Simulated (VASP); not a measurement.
# AlCo (Pm-3m) in VASP: further runs

The runs below take AlCo through single point, with PBEsol.

Program: VASP 6.6.1. These are calculated values, not measurements. Logs are shortened: lines on timing, memory, paths and dates and some standing lists are left out, and cuts for length are marked.

## Step 1: The cell of the first run

Symmetry: Pm-3m, No. 221, cubic system. Conventional cell: a = 2.813 Å, b = 2.813 Å, c = 2.813 Å, α = 90.00°, β = 90.00°, γ = 90.00°. Al (site symmetry m-3m) has 8 Co at 2.44 Å and 6 Al at 2.81 Å within 3.2 Å. Co (site symmetry m-3m) has 8 Al at 2.44 Å and 6 Co at 2.81 Å within 3.2 Å.

## Step 2: Single point, PBEsol

Contents of INCAR:

```
PREC = Accurate
ENCUT = 520
EDIFF = 1E-6
ISMEAR = 0
SIGMA = 0.1
LREAL = False
LASPH = True
NELM = 80
ALGO = Fast
ISIF = 2
LWAVE = False
LCHARG = True
GGA = PS
LELF = True
LVHAR = True
NBANDS = 13
```

Contents of KPOINTS:

```
Automatic mesh
0
Gamma
  14 14 14
```

Contents of POSCAR:

```
AlCo
1.0
    2.8130039630      0.0000000000      0.0000000000
    0.0000000000      2.8130039630      0.0000000000
    0.0000000000      0.0000000000      2.8130039630
Al Co
1 1
Direct
    0.0000000000      0.0000000000      0.0000000000
    0.5000000000      0.5000000000      0.5000000000
```

Potentials or basis: VASP PAW PBE potentials, release 64 (Al, Co).

On the command line:

```
cat potpaw_PBE.64/Al/POTCAR potpaw_PBE.64/Co/POTCAR > POTCAR
mpirun -np 1 vasp_std > vasp.out
```

OUTCAR:

```text
PREC = Accurate
   ENCUT = 520
   EDIFF = 1E-6
   ISMEAR = 0
   LREAL = False
   LASPH = True
   NELM = 80
   ISIF = 2
   GGA = PS

 ion  position               nearest neighbor table
   1  0.000  0.000  0.000-   2 2.44   2 2.44   2 2.44   2 2.44   2 2.44   2 2.44   2 2.44   2 2.44

   2  0.500  0.500  0.500-   1 2.44   1 2.44   1 2.44   1 2.44   1 2.44   1 2.44   1 2.44   1 2.44

  LATTYP: Found a simple cubic cell.
 ALAT       =     2.8130039630

  Lattice vectors:

 A1 = (   2.8130039630,   0.0000000000,   0.0000000000)
 A2 = (   0.0000000000,   2.8130039630,   0.0000000000)
 A3 = (   0.0000000000,   0.0000000000,   2.8130039630)

Analysis of symmetry for initial positions (statically):
=====================================================================
 Subroutine PRICEL returns:
 Original cell was already a primitive cell.

 Routine SETGRP: Setting up the symmetry group for a
 simple cubic supercell.

 Subroutine GETGRP returns: Found 48 space group operations
 (whereof 48 operations were pure point group operations)
 out of a pool of 48 trial point group operations.

The static configuration has the point symmetry O_h .

Analysis of symmetry for dynamics (positions and initial velocities):
=====================================================================
 Subroutine PRICEL returns:
 Original cell was already a primitive cell.

 Routine SETGRP: Setting up the symmetry group for a
 simple cubic supercell.

 Subroutine GETGRP returns: Found 48 space group operations
 (whereof 48 operations were pure point group operations)
 out of a pool of 48 trial point group operations.

The dynamic configuration has the point symmetry O_h .

 Subroutine INISYM returns: Found 48 space group operations
 (whereof 48 operations are pure point group operations),
 and found     1 'primitive' translations

----------------------------------------------------------------------------------------

                                     Primitive cell

  volume of cell :      22.2593

  direct lattice vectors                    reciprocal lattice vectors
     2.813003963  0.000000000  0.000000000     0.355491856  0.000000000  0.000000000
     0.000000000  2.813003963  0.000000000     0.000000000  0.355491856  0.000000000
     0.000000000  0.000000000  2.813003963     0.000000000  0.000000000  0.355491856

  length of vectors
     2.813003963  2.813003963  2.813003963     0.355491856  0.355491856  0.355491856

  position of ions in fractional coordinates (direct lattice)
     0.000000000  0.000000000  0.000000000
     0.500000000  0.500000000  0.500000000

  ion indices of the primitive-cell ions
   primitive index   ion index
[... 88 lines left out ...]
   EFERMI =   0.00;   METHOD = LEGACY
   ISMEAR =     0;   SIGMA  =   0.10  broadening in eV -4-tet -1-fermi 0-gaus
   EFERMI_NEDOS =   21; number of points for ismear=-14 and -15
   IALGO  =     68    algorithm
   IMIX   =      4    mixing-type and parameters
     AMIX     =   0.40;   BMIX     =  1.00
     AMIX_MAG =   1.60;   BMIX_MAG =  1.00
  volume/ion in A,a.u.               =      11.13        75.11
  Fermi-wavevector in a.u.,A,eV,Ry     =   1.332391  2.517853 24.153944  1.775265
  Thomas-Fermi vector in A             =   2.461329
   LORBIT       =      0    0 simple, 1 ext, 2 COOP (PROOUT), +10 PAW based schemes
   GGA     = PS    functional components
   LHFCALC =     F    Hartree Fock is set to
   AEXX    =    0.0000 exact exchange contribution
   IVDW    =     0    specifies the selected vdW correction
   LEPSILON=     F    determine dielectric tensor
   LRPA    =     F    only Hartree local field effects (RPA)
 non-spin polarized calculation
 RMM-DIIS sequential band-by-band and
 Gauss-broadening in eV      SIGMA  =   0.10
  energy-cutoff  :      520.00
  volume of cell :       22.26
 maximum number of plane-waves:       624
 NGX is ok and might be reduce to    24
   NGX = 11   NGY = 11   NGZ = 11

 number of electron      11.9999997 magnetization

 Free energy of the ion-electron system (eV)
  ---------------------------------------------------
  ext. energy  EPLUGINS =         0.00000000
  ---------------------------------------------------
  free energy    TOTEN  =       -13.08253270 eV

  energy without entropy =      -13.07930013  energy(sigma->0) =      -13.08091641

 E-fermi :  10.9896     XC(G=0): -12.5775

 val. band max:       10.9815087314   @ k =   0.5000   0.3571   0.0714
 cond. band min:      11.0610953361   @ k =   0.5000   0.2857   0.0000
 fundamental gap:      0.0795866048
 Fermi energy:        10.9895712042

 k-point     1 :       0.0000    0.0000    0.0000
  band No.  band energies     occupation
      1      -0.3567      2.00000
      2       7.8164      2.00000
      3       7.8164      2.00000
      4      10.1163      2.00000
      5      10.1163      2.00000
      6      10.1163      2.00000
      7      17.1418      0.00000
      8      17.1418      0.00000
      9      17.1418      0.00000
     10      19.8954      0.00000
     11      19.8954      0.00000
     12      26.8897      0.00000
     13      33.0595      0.00000
[... 354 lines left out ...]
  band No.  band energies     occupation
      1       2.8214      2.00000
      2       6.7686      2.00000
      3       8.3104      2.00000
      4       9.0400      2.00000
      5       9.4161      2.00000
      6       9.8584      2.00000
      7      11.6811      0.00000
      8      15.6312      0.00000
      9      19.5649      0.00000
     10      21.0938      0.00000
     11      23.4746      0.00000
     12      25.8944      0.00000
     13      28.1870      0.00000

 [... further k-points ...]

------------------------ aborting loop because EDIFF is reached ----------------------------------------

  FORCE on cell =-STRESS in cart. coord.  units (eV):
  Direction    XX          YY          ZZ          XY          YZ          ZX
  --------------------------------------------------------------------------------------
  -------------------------------------------------------------------------------------
  Total        0.2672283      0.2672283      0.2672283     -0.0000000      0.0000000      0.0000000
  in kB       19.2345464     19.2345464     19.2345464     -0.0000000      0.0000000      0.0000000
  external PRESSURE =      19.2345464 kB  Pullay stress =       0.0000000 kB

 VOLUME and BASIS-vectors are now :
 -----------------------------------------------------------------------------
  energy-cutoff  :      520.00
  volume of cell :       22.26
      direct lattice vectors                 reciprocal lattice vectors
     2.813003963  0.000000000  0.000000000     0.355491856  0.000000000  0.000000000
     0.000000000  2.813003963  0.000000000     0.000000000  0.355491856  0.000000000
     0.000000000  0.000000000  2.813003963     0.000000000  0.000000000  0.355491856

 POSITION                                       TOTAL-FORCE (eV/Angst)
 -----------------------------------------------------------------------------------
      0.00000      0.00000      0.00000         0.000000      0.000000      0.000000
      1.40650      1.40650      1.40650         0.000000      0.000000      0.000000
 -----------------------------------------------------------------------------------
    total drift:                                0.000000     -0.000000     -0.000000

  FREE ENERGIE OF THE ION-ELECTRON SYSTEM (eV)
  ---------------------------------------------------
  free  energy   TOTEN  =       -13.0825326966 eV

  energy  without entropy=      -13.0793001264  energy(sigma->0) =      -13.08091641
```

Run time: 68 s. Hardware: 1 thread of AMD EPYC 7R13, shared host; peak memory 0.14 GiB.

Results:

```yaml
Free_energy: -13.0825 eV
Pressure: 1.9 GPa
Band_gap_on_the_k_mesh: zero (band 6 reaches 13.35 eV, above the bottom of band 7 at 10.71 eV)
```

Caveat: the PAW data sets were made with another functional, which shifts forces and pressure a little. Spin polarisation is off, so any magnetic state and its effect on volume and gap are missing.

## Step 3: Single point, PBEsol

This run uses another cell than the first one, of 11.36 Å³/atom, 1.021 times its volume.

Contents of INCAR:

```
SYSTEM = AlCo
PREC = Accurate ; ENCUT = 520
EDIFF = 1E-6 ; ISMEAR = 0
SIGMA = 0.1 ; LREAL = .False.
LASPH = .True. ; NELM = 60
ALGO = Normal ; ISIF = 2
LWAVE = .False. ; LCHARG = .False.
GGA = PS ; NBANDS = 13
```

Contents of KPOINTS:

```
Automatic mesh
0
Gamma
  14 14 14
  0 0 0
```

Contents of POSCAR:

```
AlCo
1.0
    2.8325828058      0.0000000000      0.0000000000
    0.0000000000      2.8325828058      0.0000000000
    0.0000000000      0.0000000000      2.8325828058
Al Co
1 1
Direct
    0.0000000000      0.0000000000      0.0000000000
    0.5000000000      0.5000000000      0.5000000000
```

Potentials or basis: VASP PAW PBE potentials, release 64 (Al, Co).

On the command line:

```
cat potpaw_PBE.64/Al/POTCAR potpaw_PBE.64/Co/POTCAR > POTCAR
mpirun -np 1 vasp_std > vasp.out
```

Wall time 43 s (1 thread of AMD EPYC 7R13, shared host); peak memory 0.14 GiB.

Results (log left out):

```
Free energy            : -13.0827 eV
Pressure               : -1.9 GPa
Band gap on the k mesh : zero (band 6 reaches 13.06 eV, above the bottom of band 7 at 10.43 eV)
```

Levels at points of the mesh, in eV from the Fermi level:
| k point | band 4 | band 5 | band 6 | band 7 | band 8 | band 9 |
| --- | --- | --- | --- | --- | --- | --- |
| (0.00, 0.00, 0.00) | -0.84 | -0.84 | -0.84 | 6.05 | 6.05 | 6.05 |
| (0.50, 0.00, 0.00) | -1.74 | -1.74 | -0.73 | 0.17 | 8.43 | 10.68 |
| (0.50, 0.50, 0.00) | -2.71 | -1.53 | -1.53 | -0.27 | 2.45 | 3.60 |
| (0.50, 0.50, 0.50) | -0.23 | -0.23 | 2.36 | 2.36 | 2.36 | 4.31 |

Caveat: the PAW data sets were made with another functional, which shifts forces and pressure a little. Spin polarisation is off, so any magnetic state and its effect on volume and gap are missing.

## Step 4: Single point, PBEsol

This run uses another cell than the first one, of 9.68 Å³/atom, 0.869 times its volume.

Contents of INCAR:

```
ALGO = Normal
EDIFF = 1E-7
ENCUT = 520
GGA = PS
ISIF = 2
ISMEAR = 0
LASPH = T
LCHARG = F
LREAL = F
LWAVE = F
NBANDS = 13
NELM = 100
PREC = Accurate
SIGMA = 0.1
```

Contents of KPOINTS:

```
k-points
0
Gamma
  16 16 16
```

Contents of POSCAR:

```
AlCo
1.0
    2.6847308766      0.0000000000      0.0000000000
    0.0000000000      2.6847308766      0.0000000000
    0.0000000000      0.0000000000      2.6847308766
Al Co
1 1
Direct
    0.0000000000      0.0000000000      0.0000000000
    0.5000000000      0.5000000000      0.5000000000
```

On the command line:

```
cat potpaw_PBE.64/Al/POTCAR potpaw_PBE.64/Co/POTCAR > POTCAR
mpirun -np 1 vasp_std > vasp.out
```

It took 43 s on 1 thread of AMD EPYC 7R13, shared host; peak memory 0.13 GiB.

Results (log left out):

```
Free energy            : -12.7371 eV
Pressure               : 40.2 GPa
Band gap on the k mesh : zero (band 6 reaches 15.43 eV, above the bottom of band 7 at 12.74 eV)
```

Levels at points of the mesh, in eV from the Fermi level:
| k point | band 3 | band 4 | band 5 | band 6 | band 7 | band 8 | band 9 | band 10 |
| --- | --- | --- | --- | --- | --- | --- | --- | --- |
| (0.00, 0.00, 0.00) | -3.91 | -1.06 | -1.06 | -1.06 | 6.94 | 6.94 | 6.94 | 9.52 |
| (0.50, 0.00, 0.00) | -3.13 | -2.17 | -2.17 | -0.91 | 0.27 | 8.59 | 11.63 | 11.63 |
| (0.50, 0.50, 0.00) | -3.04 | -3.04 | -1.96 | -1.96 | -0.32 | 2.99 | 4.64 | 14.96 |
| (0.50, 0.50, 0.50) | -4.86 | -0.27 | -0.27 | 2.37 | 2.37 | 2.37 | 5.93 | 6.43 |

Caveat: the PAW data sets were made with another functional, which shifts forces and pressure a little.

## Step 5: The runs side by side

```csv
cell,k mesh,gap on the mesh (eV),pressure (GPa)
"a = 2.813 Å, 2 atoms",14 × 14 × 14,none,1.9
"a = 2.833 Å, 2 atoms",14 × 14 × 14,none,-1.9
"a = 2.685 Å, 2 atoms",16 × 16 × 16,none,40.2
```

Alike in all rows: task single point; level PBEsol; potentials or basis VASP PAW PBE potentials, release 64 (Al, Co); no spin polarisation; cutoff (eV) 520; smearing gaussian 0.1 eV.

Caveats: the PAW data sets were made with another functional, which shifts forces and pressure a little.

Total energies depend on the potentials used, so only differences within one code and one set of settings carry meaning.
